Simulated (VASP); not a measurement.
KCl, 2 atoms in the cell. It takes space group F-43m (No. 216, cubic). The conventional cell has a = 7.015 Å, b = 7.015 Å, c = 7.015 Å, α = 90.00°, β = 90.00°, γ = 90.00°. Within 4.0 Å of K (site symmetry -43m) lie 4 Cl at 3.04 Å. Within 4.0 Å of Cl (site symmetry -43m) lie 4 K at 3.04 Å. 

- Program: VASP 6.6.1
- Task: single point
- Functional: r2SCAN
- Potentials or basis: VASP PAW PBE potentials, release 64 (K_sv, Cl)
- Cutoff: 520 eV
- k mesh: 4 × 4 × 4
- Occupations: gaussian, width 0.01 eV
- Spin: no spin polarisation
- Dipole correction: no
- Further INCAR settings: ALGO = Normal; EDIFF = 1e-06; NBANDS = 15

Potentials or basis: VASP PAW PBE potentials, release 64 (K_sv, Cl).

Command:

```console
$ cat potpaw_PBE.64/K_sv/POTCAR potpaw_PBE.64/Cl/POTCAR > POTCAR
$ cp INCAR.step1 INCAR
$ mpirun -np 1 vasp_std > vasp.out
$ cp INCAR.step2 INCAR
$ mpirun -np 1 vasp_std > vasp.out
```

Hardware: 1 thread of AMD EPYC 9R45 (Zen 5), with other jobs on the host.

Question: How long does it take, and how much memory?

Answer: Run time: 44 s on 1 thread of AMD EPYC 9R45 (Zen 5), on a shared host, peak memory 0.22 GiB. Counts: k points 8.
